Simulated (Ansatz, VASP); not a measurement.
## Two plane-wave programs on Ta2AlN2

```xyz
5
Lattice="4.7236 0.0000 0.0000 -2.3618 4.0908 0.0000 0.0000 0.0000 3.9920" Properties=species:S:1:pos:R:3 pbc="T T T"
Ta    0.0000    2.7272    1.9960
Ta    2.3618    1.3636    1.9960
Al    0.0000    0.0000    0.0000
N     0.0000    2.7272    0.0000
N     2.3618    1.3636    0.0000
```

Alike in both runs: task single point; functional PBE; k mesh 6 × 6 × 4; occupations gaussian, width 0.1 eV; collinear spin.

|  | VASP | Ansatz |
| --- | --- | --- |
| version | VASP 6.6.1 | Ansatz 0.2.0 |
| potentials or method | VASP PAW PBE potentials, release 64 (Ta_pv, Al, N), cutoff 520 eV | scalar-relativistic, plane waves, PAW |
| valence electrons in the cell | 35 | 39 |

```tsv
	VASP	Ansatz	Ansatz less VASP
gap on the k mesh at the Fermi level (eV)	none	none	-
pressure (GPa)	0.4	0.1	-0.29
traceless stress, the component that is largest in VASP (GPa)	0.64	-0.03	-0.673
net moment per atom (μB)	0.00	0.00	0.000
```

A gap of «none» marks a metal or a gap that the smearing closes. With one functional, cell and mesh, what is left measures potentials, basis and numerics. VASP's potentials hold 35 valence electrons a cell and Ansatz's 39, so a difference there can come from the potentials and not from the codes. Ansatz's warnings: seeded moment not kept.

The k mesh is coarse, so the values compare programs but aren't converged. Spin-orbit coupling is off throughout.
